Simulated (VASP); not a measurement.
# K2Fe (I4/mmm) in VASP: further runs

Runs on K2Fe. Level: PBE. Tasks: single point.

Program: VASP 6.6.1. These are calculated values, not measurements. Logs are shortened: lines on timing, memory, paths and dates and some standing lists are left out, and cuts for length are marked.

**1. The cell of the first run**

The structure is tetragonal, space group I4/mmm (No. 139). The conventional cell has a = 4.045 Å, b = 4.045 Å, c = 9.923 Å, α = 90.00°, β = 90.00°, γ = 90.00°. K (site symmetry 4mm) has 9 K at 3.27 to 4.05 Å and 5 Fe at 3.30 to 3.32 Å within 4.3 Å. Within 4.3 Å of Fe (site symmetry 4/mmm) lie 10 K at 3.30 to 3.32 Å and 4 Fe at 4.05 Å.

**2. Single point, PBE, collinear spin, ferromagnetic start**

Input file INCAR:

```
SYSTEM = K2Fe
ALGO = Fast ; EDIFF = 1E-6
ENCUT = 520 ; GGA = PE
ISIF = 2 ; ISMEAR = 0
ISPIN = 2 ; LASPH = .True.
LCHARG = .True. ; LELF = .True.
LMAXMIX = 4 ; LORBIT = 11
LREAL = .False. ; LVHAR = .True.
LWAVE = .False. ; MAGMOM = 0 0 4
NBANDS = 24 ; NELM = 150
PREC = Accurate ; SIGMA = 0.1
```

Input file KPOINTS:

```
k-points
0
Gamma
  6 6 6
  0 0 0
```

Input file POSCAR:

```
K2Fe
1.0
   -2.0225719661      2.0225719661      4.9616218543
    2.0225719661     -2.0225719661      4.9616218543
    2.0225719661      2.0225719661     -4.9616218543
K Fe
2 1
Direct
    0.6650000000      0.6650000000      0.0000000000
    0.3350000000      0.3350000000      0.0000000000
    0.0000000000      0.0000000000      0.0000000000
```

Potentials or basis: VASP PAW PBE potentials, release 64 (K_sv, Fe).

Run with:

```sh
$ cat potpaw_PBE.64/K_sv/POTCAR potpaw_PBE.64/Fe/POTCAR > POTCAR
$ mpirun -np 1 vasp_std > vasp.out
```

OUTCAR:

```text
SYSTEM = K2Fe
   EDIFF = 1E-6
   ENCUT = 520
   GGA = PE
   ISIF = 2
   ISMEAR = 0
   ISPIN = 2
   LASPH = .True.
   LORBIT = 11
   LREAL = .False.
   NELM = 150
   PREC = Accurate

 ion  position               nearest neighbor table
   1  0.665  0.665  0.000-   2 3.27   3 3.30   3 3.30   3 3.30   3 3.30   2 3.32   2 3.32   2 3.32
                             2 3.32   3 3.32
   2  0.335  0.335  0.000-   1 3.27   3 3.30   3 3.30   3 3.30   3 3.30   1 3.32   1 3.32   1 3.32
                             1 3.32   3 3.32
   3  0.000  0.000  0.000-   1 3.30   1 3.30   1 3.30   2 3.30   1 3.30   2 3.30   2 3.30   2 3.30
                             1 3.32   2 3.32

  LATTYP: Found a body centered tetragonal cell.
 ALAT       =     4.0451439322
 C/A-ratio  =     2.4531250000

  Lattice vectors:

 A1 = (  -2.0225719661,   2.0225719661,   4.9616218543)
 A2 = (   2.0225719661,  -2.0225719661,   4.9616218543)
 A3 = (   2.0225719661,   2.0225719661,  -4.9616218543)

Analysis of symmetry for initial positions (statically):
=====================================================================
 Subroutine PRICEL returns:
 Original cell was already a primitive cell.

 Routine SETGRP: Setting up the symmetry group for a
 body centered tetragonal supercell.

 Subroutine GETGRP returns: Found 16 space group operations
 (whereof 16 operations were pure point group operations)
 out of a pool of 16 trial point group operations.

The static configuration has the point symmetry D_4h.

Analysis of symmetry for dynamics (positions and initial velocities):
=====================================================================
 Subroutine PRICEL returns:
 Original cell was already a primitive cell.

 Routine SETGRP: Setting up the symmetry group for a
 body centered tetragonal supercell.

 Subroutine GETGRP returns: Found 16 space group operations
 (whereof 16 operations were pure point group operations)
 out of a pool of 16 trial point group operations.

The dynamic configuration has the point symmetry D_4h.

Analysis of structural, dynamic, and magnetic symmetry:
=====================================================================
 Subroutine PRICEL returns:
 Original cell was already a primitive cell.

 Routine SETGRP: Setting up the symmetry group for a
 body centered tetragonal supercell.

 Subroutine GETGRP returns: Found 16 space group operations
 (whereof 16 operations were pure point group operations)
 out of a pool of 16 trial point group operations.

The overall configuration has the point symmetry D_4h.

 Subroutine INISYM returns: Found 16 space group operations
 (whereof 16 operations are pure point group operations),
[... 125 lines left out ...]
   AEXX    =    0.0000 exact exchange contribution
   IVDW    =     0    specifies the selected vdW correction
   LEPSILON=     F    determine dielectric tensor
   LRPA    =     F    only Hartree local field effects (RPA)
 spin polarized calculation
 RMM-DIIS sequential band-by-band and
 Gauss-broadening in eV      SIGMA  =   0.10
  energy-cutoff  :      520.00
  volume of cell :       81.19
 maximum number of plane-waves:      2206
 NGX is ok and might be reduce to    48
   NGX = 21   NGY = 21   NGZ = 21

 number of electron      25.9999999 magnetization       2.6082496

 Free energy of the ion-electron system (eV)
  ---------------------------------------------------
  ext. energy  EPLUGINS =         0.00000000
  ---------------------------------------------------
  free energy    TOTEN  =        -6.50420335 eV

  energy without entropy =       -6.49127100  energy(sigma->0) =       -6.49773718

 E-fermi :   2.4219     XC(G=0):  -8.7286

 val. band max:        2.4147210988   @ k =   0.1667   0.1667   0.1667
 cond. band min:       2.4513067500   @ k =   0.5000   0.5000  -0.0000
 fundamental gap:      0.0365856511
 Fermi energy:         2.4218844082

 spin component 1

 k-point     1 :       0.0000    0.0000    0.0000
  band No.  band energies     occupation
      1     -29.2199      1.00000
      2     -28.9880      1.00000
      3     -13.0004      1.00000
      4     -12.7908      1.00000
      5     -12.7908      1.00000
      6     -12.3947      1.00000
[... 637 lines left out ...]
     23       8.3958      0.00000
     24      10.1463      0.00000

 [... further k-points ...]

 spin component 2

 k-point     1 :       0.0000    0.0000    0.0000
  band No.  band energies     occupation
      1     -29.2570      1.00000
      2     -29.0223      1.00000
      3     -13.0519      1.00000
      4     -12.8309      1.00000
      5     -12.8309      1.00000
      6     -12.4313      1.00000
[... 637 lines left out ...]
     23       8.4929      0.00000
     24      10.3220      0.00000

 [... further k-points ...]

------------------------ aborting loop because EDIFF is reached ----------------------------------------

  FORCE on cell =-STRESS in cart. coord.  units (eV):
  Direction    XX          YY          ZZ          XY          YZ          ZX
  --------------------------------------------------------------------------------------
  -------------------------------------------------------------------------------------
  Total        3.0861405      3.0861405      4.4380913      0.0000000      0.0000000      0.0000000
  in kB       60.9024348     60.9024348     87.5820680      0.0000000      0.0000000      0.0000000
  external PRESSURE =      69.7956459 kB  Pullay stress =       0.0000000 kB

 VOLUME and BASIS-vectors are now :
 -----------------------------------------------------------------------------
  energy-cutoff  :      520.00
  volume of cell :       81.19
      direct lattice vectors                 reciprocal lattice vectors
    -2.022571966  2.022571966  4.961621854     0.000000000  0.247209992  0.100773500
     2.022571966 -2.022571966  4.961621854     0.247209992  0.000000000  0.100773500
     2.022571966  2.022571966 -4.961621854     0.247209992  0.247209992  0.000000000

 POSITION                                       TOTAL-FORCE (eV/Angst)
 -----------------------------------------------------------------------------------
      0.00000      0.00000      6.59896        -0.000000     -0.000000     -0.329328
      0.00000      0.00000      3.32429         0.000000      0.000000      0.329328
      0.00000      0.00000      0.00000        -0.000000     -0.000000     -0.000000
 -----------------------------------------------------------------------------------
    total drift:                               -0.000000     -0.000000      0.000000

  FREE ENERGIE OF THE ION-ELECTRON SYSTEM (eV)
  ---------------------------------------------------
  free  energy   TOTEN  =        -6.5042033506 eV

  energy  without entropy=       -6.4912710002  energy(sigma->0) =       -6.49773718

 total charge

# of ion       s       p       d       tot
------------------------------------------
    1        1.999   5.557   0.061   7.618
    2        1.999   5.557   0.061   7.618
    3        0.511   0.102   6.151   6.763
--------------------------------------------------
tot          4.508  11.217   6.273  21.998

 magnetization (x)

# of ion       s       p       d       tot
------------------------------------------
    1       -0.011  -0.004  -0.017  -0.033
    2       -0.011  -0.004  -0.017  -0.033
    3        0.055  -0.017   2.862   2.901
--------------------------------------------------
tot          0.033  -0.026   2.828   2.834
```

OSZICAR:

```text
N       E                     dE             d eps       ncg     rms          rms(c)
DAV:   1     0.207288135444E+03    0.20729E+03   -0.11689E+04  2880   0.104E+03
DAV:   2     0.898562575482E+01   -0.19830E+03   -0.18587E+03  2952   0.298E+02
DAV:   3    -0.558844494089E+01   -0.14574E+02   -0.14295E+02  4768   0.743E+01
[... 12 lines left out ...]
RMM:  16    -0.650418173945E+01   -0.24424E-04   -0.19074E-04  4826   0.528E-02    0.396E-02
RMM:  17    -0.650419015906E+01   -0.84196E-05   -0.88683E-05  4593   0.411E-02    0.143E-02
RMM:  18    -0.650419723415E+01   -0.70751E-05   -0.43257E-05  4551   0.298E-02    0.915E-03
RMM:  19    -0.650420045878E+01   -0.32246E-05   -0.24458E-05  4360   0.228E-02    0.374E-03
RMM:  20    -0.650420238380E+01   -0.19250E-05   -0.14539E-05  3912   0.174E-02    0.248E-03
RMM:  21    -0.650420335056E+01   -0.96676E-06   -0.93132E-06  3617   0.144E-02
   1 F= -.65042034E+01 E0= -.64977372E+01  d E =-.129324E-01  mag=     2.6082
```

Run time: 8.1 min. Hardware: 1 thread of Intel Xeon Platinum 8259CL at 2.50GHz (Skylake/Cascade Lake), shared host; peak memory 0.43 GiB.

What came out:

| Property | Result |
| --- | --- |
| Free energy | -6.5042 eV |
| Pressure | 7.0 GPa |
| Largest force | 0.329 eV/Å |
| Net moment | 2.61 μB per cell |
| Site moments | K -0.03; Fe +2.90 μB |
| Valence electrons inside the program's atomic spheres | K 7.62; Fe 6.76 |

Forces in eV/Å, atoms in the order of the input:
```
K    0.000  0.000 -0.329
K    0.000  0.000  0.329
Fe   0.000  0.000  0.000
```

Levels at points of the mesh, in eV from the Fermi level:
Spin up:
```tsv
k point	band 11	band 12	band 13	band 14	band 15	band 16	band 17	band 18
(0.00, 0.00, 0.00)	-2.58	-2.55	-2.55	-2.07	0.69	2.26	3.31	3.56
(0.50, 0.00, 0.00)	-2.69	-2.61	-2.05	-1.65	-0.67	1.84	1.99	3.34
(0.50, 0.50, 0.00)	-2.65	-2.12	-2.11	-1.06	0.49	0.85	1.27	3.29
(0.50, 0.50, 0.50)	-2.63	-2.58	-2.58	-2.16	-1.29	2.06	3.64	4.25
```
Spin down:
```
           k point  band 8  band 9  band 10  band 11  band 12  band 13  band 14  band 15  band 16  band 17
(0.00, 0.00, 0.00)  -14.81   -4.11    -0.80    -0.44     0.44     0.49     0.49     0.61     1.83     3.26
(0.50, 0.00, 0.00)  -14.75   -1.97    -0.84    -0.60    -0.25     0.17     0.23     0.36     1.81     2.35
(0.50, 0.50, 0.00)  -14.84   -1.28     0.03     0.09     0.16     0.16     0.31     0.43     0.78     1.26
(0.50, 0.50, 0.50)  -14.80   -2.86    -1.53    -1.02    -0.67     0.44     0.44     0.47     2.07     3.77
```

Caveat: the cell stands under pressure.

**3. Single point, PBE, collinear spin, ferromagnetic start**

This run uses another cell than the first one, of 43.81 Å³/atom.

Input file INCAR:

```
ALGO = Normal
EDIFF = 1E-6
ENCUT = 520
GGA = PE
ISIF = 2
ISMEAR = 0
ISPIN = 2
LASPH = True
LCHARG = False
LMAXMIX = 4
LORBIT = 11
LREAL = False
LWAVE = False
MAGMOM = 0 0 3.29
NBANDS = 24
NELM = 150
PREC = Accurate
SIGMA = 0.1
```

Input file KPOINTS:

```
k-points
0
Gamma
  6 6 6
```

Input file POSCAR:

```
K2Fe
1.0
   -2.0164854553      2.0164854553      8.0807480285
    2.0164854553     -2.0164854553      8.0807480285
    2.0164854553      2.0164854553     -8.0807480285
K Fe
2 1
Direct
    0.6309907689      0.6309907689      0.0000000000
    0.3690092311      0.3690092311      0.0000000000
    0.0000000000      0.0000000000      0.0000000000
```

Potentials or basis: VASP PAW PBE potentials, release 64 (K_sv, Fe).

Run with:

```sh
$ cat potpaw_PBE.64/K_sv/POTCAR potpaw_PBE.64/Fe/POTCAR > POTCAR
$ mpirun -np 1 vasp_std > vasp.out
```

Wall time 15 min (1 thread of Intel Xeon Platinum 8259CL at 2.50GHz (Skylake/Cascade Lake), shared host); peak memory 0.82 GiB.

The run converged. Its results:

```yaml
Free_energy: -7.4632 eV
Pressure: 0.1 GPa
Net_moment: 3.22 μB per cell
Site_moments: K -0.01; Fe +3.18 μB
Valence_electrons_inside_the_program's_atomic_spheres: K 7.56; Fe 6.62
```

Forces in eV/Å, atoms in the order of the input:
```
K    0.000  0.000  0.002
K    0.000  0.000 -0.002
Fe   0.000  0.000  0.000
```

Levels at points of the mesh, in eV from the Fermi level:
Spin up:
| k point | band 11 | band 12 | band 13 | band 14 | band 15 | band 16 | band 17 | band 18 | band 19 | band 20 |
| --- | --- | --- | --- | --- | --- | --- | --- | --- | --- | --- |
| (0.00, 0.00, 0.00) | -2.94 | -2.88 | -2.55 | -2.31 | -0.42 | -0.37 | 3.66 | 3.92 | 3.98 | 4.52 |
| (0.50, 0.00, 0.00) | -2.94 | -2.63 | -2.18 | -1.54 | -0.37 | 0.96 | 1.01 | 2.34 | 3.19 | 4.03 |
| (0.50, 0.50, 0.00) | -3.04 | -2.20 | -2.15 | -0.52 | 0.99 | 0.99 | 1.24 | 2.70 | 2.71 | 3.09 |
| (0.50, 0.50, 0.50) | -2.94 | -2.88 | -2.55 | -2.28 | -1.67 | 1.80 | 2.31 | 3.51 | 4.14 | 4.44 |
Spin down:
```csv
k point,band 9,band 10,band 11,band 12,band 13,band 14
"(0.00, 0.00, 0.00)",-3.32,-0.86,-0.62,-0.42,0.11,0.70
"(0.50, 0.00, 0.00)",-1.60,-0.48,-0.34,0.11,0.20,0.50
"(0.50, 0.50, 0.00)",-0.72,0.00,0.08,0.39,0.39,0.54
"(0.50, 0.50, 0.50)",-3.12,-1.64,-0.64,-0.62,0.70,0.70
```
